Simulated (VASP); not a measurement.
Write the native input for VASP 6.6.1 that does the following.

* Task: relaxation of shape and atoms at fixed volume
* Functional: PBE
* Dispersion: D3(BJ)
* Potentials or basis: VASP PAW PBE potentials, release 64 (Te, Mo_sv)
* Cutoff: 600 eV
* k mesh: 9 × 9 × 2
* Occupations: gaussian, width 0.02 eV
* Spin: no spin polarisation
* Dipole correction: no
* Further INCAR settings: ALGO = Normal; EDIFF = 1e-07; IBRION = 2; EDIFFG = -0.01; NSW = 50; ISIF = 4

The structure of Te2Mo lies in POSCAR:

```
Te2Mo
1.0
    3.5765243362      0.0000000000      0.0000000000
   -1.7882621681      3.0973609324      0.0000000000
    0.0000000000      0.0000000000     14.4039602058
Te Mo
4 2
Direct
    0.3333333333      0.6666666667      0.6226454433
    0.6666666667      0.3333333333      0.1226454433
    0.3333333333      0.6666666667      0.8773545567
    0.6666666667      0.3333333333      0.3773545567
    0.3333333333      0.6666666667      0.2500000000
    0.6666666667      0.3333333333      0.7500000000
```

These files were run (other wordings do the same):

INCAR

```
SYSTEM = Te2Mo
PREC = Accurate ; ENCUT = 600
EDIFF = 1E-7 ; ISMEAR = 0
SIGMA = 0.02 ; LREAL = .False.
LASPH = .True. ; NELM = 60
ALGO = Normal ; ISIF = 4
LWAVE = .False. ; LCHARG = .False.
GGA = PE ; IVDW = 12
IBRION = 2 ; NSW = 50
EDIFFG = -0.01
```

KPOINTS

```
Automatic mesh
0
Gamma
  9 9 2
  0 0 0
```

Potentials or basis: VASP PAW PBE potentials, release 64 (Te, Mo_sv).

Run with:

```console
$ cat potpaw_PBE.64/Te/POTCAR potpaw_PBE.64/Mo_sv/POTCAR > POTCAR
$ mpirun -np 1 vasp_std > vasp.out
```

Results of the run:

- Energy gained by relaxing: 7.7 meV/atom
- Ionic steps: 7
- Pressure after relaxing: -2.5 GPa
- Largest force after relaxing: 0.009 eV/Å
- Band gap on the k mesh: 0.94 eV (least direct gap 1.03 eV)
- Dispersion energy per atom: -0.504 eV

Caveat: spin-orbit coupling is left out, which moves the levels of the heavy elements; an odd mesh through Γ misses points on the zone boundary, where band edges can lie.

Wall time 11 min on 1 thread of Intel(R) Xeon(R) Platinum 8488C (Sapphire Rapids), with other jobs on the host, peak memory 0.41 GiB.
